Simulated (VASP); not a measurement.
AlNi, 2 atoms in the cell. It takes space group Cmmm (No. 65, orthorhombic). Conventional cell: a = 3.877 Å, b = 3.906 Å, c = 3.099 Å, α = 90.00°, β = 90.00°, γ = 90.00°. Al (site symmetry mmm) has 8 Ni at 2.48 to 2.49 Å and 6 Al at 2.75 to 3.10 Å within 3.3 Å. Ni (site symmetry mmm) has 8 Al at 2.48 to 2.49 Å and 6 Ni at 2.75 to 3.10 Å within 3.3 Å. 

| Quantity | Value |
| --- | --- |
| Program | VASP 6.6.1 |
| Task | single point |
| Functional | PBEsol |
| Potentials or basis | VASP PAW PBE potentials, release 64 (Al, Ni) |
| Cutoff | 520 eV |
| k mesh | 26 × 26 × 22 |
| Occupations | gaussian, width 0.1 eV |
| Spin | no spin polarisation |
| Dipole correction | no |
| Further INCAR settings | ALGO = Fast; EDIFF = 1e-06; NBANDS = 14 |

Potentials or basis: VASP PAW PBE potentials, release 64 (Al, Ni).

Launch:

```bash
$ cat potpaw_PBE.64/Al/POTCAR potpaw_PBE.64/Ni/POTCAR > POTCAR
$ mpirun -np 1 vasp_std > vasp.out
```

Hardware: 1 thread of Intel Xeon 8259CL, on a shared host.

Task: Estimate the wall time of this run.

Result: It took 11 min on 1 thread of Intel Xeon 8259CL, with other jobs on the host, peak memory 0.78 GiB. Counts: scf iterations 15, k points 2196.
